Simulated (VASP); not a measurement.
# Na16F (a cell with a defect) in VASP: single point with LDA

Aim: the single point of Na16F (a cell with a defect) with LDA.

Program: VASP 6.6.1. These are calculated values, not measurements. Logs are shortened: lines on timing, memory, paths and dates and some standing lists are left out, and cuts for length are marked.

### 1 The cell of the first run

The cell holds a defect, 17 atoms: a = 8.460 Å, b = 8.460 Å, c = 8.460 Å, α = 90.00°, β = 90.00°, γ = 90.00°.

### 2 Single point, LDA

The input, INCAR:

```
SYSTEM = Na16F
PREC     = Accurate       ! precision mode
ENCUT    = 520            ! plane-wave cutoff, eV
EDIFF    = 1E-7           ! SCF threshold, eV
ISMEAR   = -1             ! smearing method
SIGMA    = 0.05           ! smearing width, eV
LREAL    = Auto         
LASPH    = .True.         ! aspherical terms in the spheres
NELM     = 100            ! most SCF steps
ALGO     = Normal         ! electronic algorithm
ISIF     = 2              ! what is computed and relaxed
LWAVE    = .False.        ! write WAVECAR
LCHARG   = .False.        ! write CHGCAR
NBANDS   = 74             ! bands
```

The input, KPOINTS:

```
Automatic mesh
0
Gamma
  2 2 2
  0 0 0
```

The input, POSCAR:

```
Na16F
1.0
    8.4600000000      0.0000000000      0.0000000000
    0.0000000000      8.4600000000      0.0000000000
    0.0000000000      0.0000000000      8.4600000000
Na F
16 1
Direct
    0.0272926714     -0.0000950355     -0.0236702128
    0.4469465721     -0.0001013002     -0.0192787234
    0.0115833333      0.4998964539     -0.0078226950
    0.0031353428     -0.0000953901      0.5294918440
    0.2381847518      0.2601651300      0.2735420804
    0.4846910165      0.4998996454      0.0150646572
    0.5165613475     -0.0000984634      0.4817076832
    0.7618790780      0.2538861702      0.2373005910
   -0.0146548463      0.4998947991      0.5166326241
    0.2381816785      0.7396335697      0.2735438534
    0.2595877069      0.2445988180      0.7378602837
    0.5118356974      0.4998985816      0.4929299054
    0.7618816785      0.7459119385      0.2373017730
    0.7349126478      0.2578026005      0.7609600473
    0.2595830969      0.7552026005      0.7378598109
    0.7349165485      0.7419971631      0.7609582742
    0.2350341608     -0.0000994090      0.8230310875
```

Potentials or basis: VASP PAW LDA potentials, release 64 (Na_pv, F).

Started as:

```bash
$ cat potpaw_LDA.64/Na_pv/POTCAR potpaw_LDA.64/F/POTCAR > POTCAR
$ mpirun -np 1 vasp_std > vasp.out
```

OUTCAR:

```text
SYSTEM = Na16F
   PREC = Accurate
   ENCUT = 520
   EDIFF = 1E-7
   ISMEAR = -1
   LREAL = Auto
   LASPH = .True.
   NELM = 100
   ISIF = 2

 ion  position               nearest neighbor table
   1  0.027  1.000  0.976-  17 2.18
   2  0.447  1.000  0.981-  17 2.23
   3  0.012  0.500  0.992-
   4  0.003  1.000  0.529-
   5  0.238  0.260  0.274-
   6  0.485  0.500  0.015-
   7  0.517  1.000  0.482-
   8  0.762  0.254  0.237-
   9  0.985  0.500  0.517-
  10  0.238  0.740  0.274-
  11  0.260  0.245  0.738-  17 2.20
  12  0.512  0.500  0.493-
  13  0.762  0.746  0.237-
  14  0.735  0.258  0.761-
  15  0.260  0.755  0.738-  17 2.20
  16  0.735  0.742  0.761-
  17  0.235  1.000  0.823-   1 2.18  15 2.20  11 2.20   2 2.23

  LATTYP: Found a simple cubic cell.
 ALAT       =     8.4600000000

  Lattice vectors:

 A1 = (   8.4600000000,   0.0000000000,   0.0000000000)
 A2 = (   0.0000000000,   8.4600000000,   0.0000000000)
 A3 = (   0.0000000000,   0.0000000000,   8.4600000000)

Analysis of symmetry for initial positions (statically):
=====================================================================
 Subroutine PRICEL returns:
 Original cell was already a primitive cell.

 Routine SETGRP: Setting up the symmetry group for a
 simple cubic supercell.

 Subroutine GETGRP returns: Found  1 space group operations
 (whereof  1 operations were pure point group operations)
 out of a pool of 48 trial point group operations.

The static configuration has the point symmetry C_1 .

Analysis of symmetry for dynamics (positions and initial velocities):
=====================================================================
 Subroutine PRICEL returns:
 Original cell was already a primitive cell.

 Routine SETGRP: Setting up the symmetry group for a
 simple cubic supercell.

 Subroutine GETGRP returns: Found  1 space group operations
 (whereof  1 operations were pure point group operations)
 out of a pool of 48 trial point group operations.

The dynamic configuration has the point symmetry C_1 .
[... 107 lines left out ...]
   LNONCOLLINEAR =      F non collinear calculations
   LSORBIT =      F    spin-orbit coupling
   LASPH  =      T    aspherical Exc in radial PAW
   ENCUT  =  520.0 eV  38.22 Ry    6.18 a.u.  15.73 15.73 15.73*2*pi/ulx,y,z
   NELM   =    100;   NELMIN=  2; NELMDL= -5     # of ELM steps
   EDIFF  = 0.1E-06   stopping-criterion for ELM
   LREAL  =      T    real-space projection
   EDIFFG = 0.1E-05   stopping-criterion for IOM
   NSW    =      0    number of steps for IOM
   IBRION =     -1    ionic relax: 0-MD 1-quasi-New 2-CG
   NFREE  =      0    steps in history (QN), initial steepest desc. (CG)
   ISIF   =      2    stress and relaxation
   ISYM   =      2    0-nonsym 1-usesym 2-fastsym
   POTIM  = 0.5000    time-step for ionic-motion
   TEBEG  =    0.0;   TEEND  =   0.0 temperature during run
   PSTRESS=    0.0 pullay stress
   NELECT =     119.0000    total number of electrons
   NUPDOWN=      -1.0000    fix difference up-down
   EMIN   =  10.00;   EMAX   =-10.00  energy-range for DOS
   EFERMI =   0.00;   METHOD = LEGACY
   ISMEAR =    -1;   SIGMA  =   0.05  broadening in eV -4-tet -1-fermi 0-gaus
   EFERMI_NEDOS =   21; number of points for ismear=-14 and -15
   IALGO  =     38    algorithm
   IMIX   =      4    mixing-type and parameters
     AMIX     =   0.40;   BMIX     =  1.00
     AMIX_MAG =   1.60;   BMIX_MAG =  1.00
  volume/ion in A,a.u.               =      35.62       240.36
  Fermi-wavevector in a.u.,A,eV,Ry     =   0.951817  1.798673 12.326274  0.905956
  Thomas-Fermi vector in A             =   2.080322
   LORBIT       =      0    0 simple, 1 ext, 2 COOP (PROOUT), +10 PAW based schemes
   GGA     = CA    functional components
   LHFCALC =     F    Hartree Fock is set to
   AEXX    =    0.0000 exact exchange contribution
   IVDW    =     0    specifies the selected vdW correction
   LEPSILON=     F    determine dielectric tensor
   LRPA    =     F    only Hartree local field effects (RPA)
 non-spin polarized calculation
  energy-cutoff  :      520.00
  volume of cell :      605.50
 maximum number of plane-waves:     16384
 NGX is ok and might be reduce to    64
   NGX = 31   NGY = 31   NGZ = 31

 number of electron     118.9999993 magnetization

 Free energy of the ion-electron system (eV)
  ---------------------------------------------------
  ext. energy  EPLUGINS =         0.00000000
  ---------------------------------------------------
  free energy    TOTEN  =       -29.85331114 eV

  energy without entropy =      -29.71577049  energy(sigma->0) =      -29.78454082

 E-fermi :   0.0832     XC(G=0):  -6.7421

 val. band max:        0.0637460611   @ k =   0.0000   0.0000   0.5000
 cond. band min:       0.0857830013   @ k =   0.0000   0.5000   0.5000
 fundamental gap:      0.0220369401
 Fermi energy:         0.0831635951

 k-point     1 :       0.0000    0.0000    0.0000
  band No.  band energies     occupation
      1     -24.9859      2.00000
      2     -24.9656      2.00000
      3     -24.9621      2.00000
      4     -24.9607      2.00000
      5     -24.9346      2.00000
      6     -24.9195      2.00000
[... 581 lines left out ...]
     70       2.4632      0.00000
     71       2.4743      0.00000
 [bands above 71 left out]

------------------------ aborting loop because EDIFF is reached ----------------------------------------

  FORCE on cell =-STRESS in cart. coord.  units (eV):
  Direction    XX          YY          ZZ          XY          YZ          ZX
  --------------------------------------------------------------------------------------
  -------------------------------------------------------------------------------------
  Total       -3.2230161     -3.6086798     -3.1718810      0.0000466     -0.0002566     -0.2922900
  in kB       -8.5282903     -9.5487789     -8.3929837      0.0001234     -0.0006791     -0.7734165
  external PRESSURE =      -8.8233510 kB  Pullay stress =       0.0000000 kB

 VOLUME and BASIS-vectors are now :
 -----------------------------------------------------------------------------
  energy-cutoff  :      520.00
  volume of cell :      605.50
      direct lattice vectors                 reciprocal lattice vectors
     8.460000000  0.000000000  0.000000000     0.118203310  0.000000000  0.000000000
     0.000000000  8.460000000  0.000000000     0.000000000  0.118203310  0.000000000
     0.000000000  0.000000000  8.460000000     0.000000000  0.000000000  0.118203310

 POSITION                                       TOTAL-FORCE (eV/Angst)
 -----------------------------------------------------------------------------------
      0.23090      8.45920      8.25975        -0.003322      0.000084      0.006696
      3.78117      8.45914      8.29690         0.018368     -0.000050      0.018980
      0.09799      4.22912      8.39382        -0.000048      0.000123      0.002668
      0.02653      8.45919      4.47950        -0.049220     -0.000039     -0.063871
      2.01504      2.20100      2.31417        -0.002309      0.003898      0.001879
      4.10049      4.22915      0.12745         0.001671     -0.000020     -0.003727
[... 9 lines left out ...]
      6.21739      6.27730      6.43771         0.009665      0.005473     -0.001329
      1.98839      8.45916      6.96284         0.050501     -0.000345      0.047788
 -----------------------------------------------------------------------------------
    total drift:                                0.000125     -0.000190      0.001130

  FREE ENERGIE OF THE ION-ELECTRON SYSTEM (eV)
  ---------------------------------------------------
  free  energy   TOTEN  =       -29.8533111427 eV

  energy  without entropy=      -29.7157704889  energy(sigma->0) =      -29.78454082
```

Run time: 13 min. Hardware: 1 thread of Intel Xeon 8259CL, shared host; peak memory 0.55 GiB.

Results:

| Property | Result |
| --- | --- |
| Free energy | -29.8533 eV |
| Pressure | -0.9 GPa |
| Largest force | 0.081 eV/Å |
| Band gap on the k mesh | zero (an odd number of electrons rules out a gap without spin polarisation) |

Forces on the atoms (eV/Å):
```
Na  -0.003  0.000  0.007
Na   0.018  0.000  0.019
Na   0.000  0.000  0.003
Na  -0.049  0.000 -0.064
Na  -0.002  0.004  0.002
Na   0.002  0.000 -0.004
Na  -0.004  0.000 -0.004
Na  -0.002  0.002 -0.005
Na  -0.003  0.000 -0.003
Na  -0.002 -0.004  0.002
Na  -0.012 -0.011  0.002
Na   0.003  0.000  0.004
Na  -0.002 -0.002 -0.005
Na   0.010 -0.005 -0.001
Na  -0.012  0.011  0.002
Na   0.010  0.005 -0.001
F    0.051  0.000  0.048
```

Levels at points of the mesh, in eV from the Fermi level:
| k point | band 57 | band 58 | band 59 | band 60 | band 61 | band 62 |
| --- | --- | --- | --- | --- | --- | --- |
| (0.00, 0.00, 0.00) | -0.90 | -0.87 | -0.64 | 0.86 | 0.87 | 0.89 |
| (0.50, 0.00, 0.00) | -0.47 | -0.43 | -0.36 | -0.35 | -0.33 | -0.02 |
| (0.00, 0.50, 0.00) | -0.49 | -0.46 | -0.39 | -0.30 | -0.28 | 0.06 |
| (0.00, 0.00, 0.50) | -0.46 | -0.41 | -0.39 | -0.33 | -0.33 | -0.02 |
| (0.50, 0.50, 0.00) | 0.01 | 0.02 | 0.04 | 0.08 | 0.10 | 0.16 |
| (0.00, 0.50, 0.50) | 0.00 | 0.02 | 0.04 | 0.07 | 0.09 | 0.14 |
| (0.50, 0.00, 0.50) | 0.00 | 0.02 | 0.06 | 0.08 | 0.10 | 0.15 |
| (0.50, 0.50, 0.50) | -1.42 | -1.40 | -1.34 | -0.95 | 2.23 | 2.24 |

Caveat: the k points lie up to 0.37 Å⁻¹ apart, too coarse for converged energies and pressures of a metal; an odd number of electrons without spin polarisation forces a metal; a magnetic or distorted state may lie lower.

The gap in the log of VASP goes by the Fermi energy; the results here count the filled bands.